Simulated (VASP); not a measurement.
Here is a VASP 6.6.1 calculation.

INCAR

```
SYSTEM = HfGa2As2
  PREC = Accurate
  ENCUT = 600
  EDIFF = 1E-6
  ISMEAR = 0
  SIGMA = 0.1
  LREAL = .False.
  LASPH = .True.
  NELM = 80
  ALGO = Fast
  ISIF = 3
  LWAVE = .False.
  LCHARG = .False.
  GGA = PE
  IBRION = 2
  NSW = 90
  EDIFFG = -0.04
```

File KPOINTS:

```
Automatic mesh
0
Gamma
  6 6 2
  0 0 0
```

POSCAR

```
HfGa2As2
1.0
    3.6236694127      0.0000000000      0.0000000000
    0.0000000000      3.6236694127      0.0000000000
    0.0000000000      0.0000000000      7.6076321513
Hf Ga As
1 2 2
Direct
    0.0000000000      0.0000000000      0.0000000000
    0.0000000000      0.5000000000      0.5000000000
    0.5000000000      0.0000000000      0.5000000000
    0.5000000000      0.5000000000      0.1769470801
    0.5000000000      0.5000000000      0.8230529199
```

Potentials or basis: VASP PAW PBE potentials, release 64 (Hf_pv, Ga_d, As).

Launch:

```sh
$ cat potpaw_PBE.64/Hf_pv/POTCAR potpaw_PBE.64/Ga_d/POTCAR potpaw_PBE.64/As/POTCAR > POTCAR
$ mpirun -np 1 vasp_std > vasp.out
```

**Question.** Estimate the relaxed volume.

**Answer.** 20.15 Å³/atom.

**Question.** Estimate the relaxed cell.

**Answer.** a = 3.596 Å, b = 3.596 Å, c = 7.790 Å, α = 90.00°, β = 90.00°, γ = 90.00°.

**Question.** Estimate the band gap on the k mesh.

**Answer.** Zero (bands 23 and 24 overlap by 3.66 eV).

**Question.** What does it give for the space group after relaxing (to 0.1 Å)?

**Answer.** P4/mmm (No. 123).

Forces in eV/Å, atoms in the order of the input:
```
Hf   0.000  0.000  0.000
Ga   0.000  0.000  0.000
Ga   0.000  0.000  0.000
As   0.000  0.000  0.002
As   0.000  0.000 -0.002
```

Caveat: the k points lie up to 0.40 Å⁻¹ apart in the final cell, too coarse for converged energies and pressures of a metal; spin-orbit coupling is left out, which moves the levels of the heavy elements.
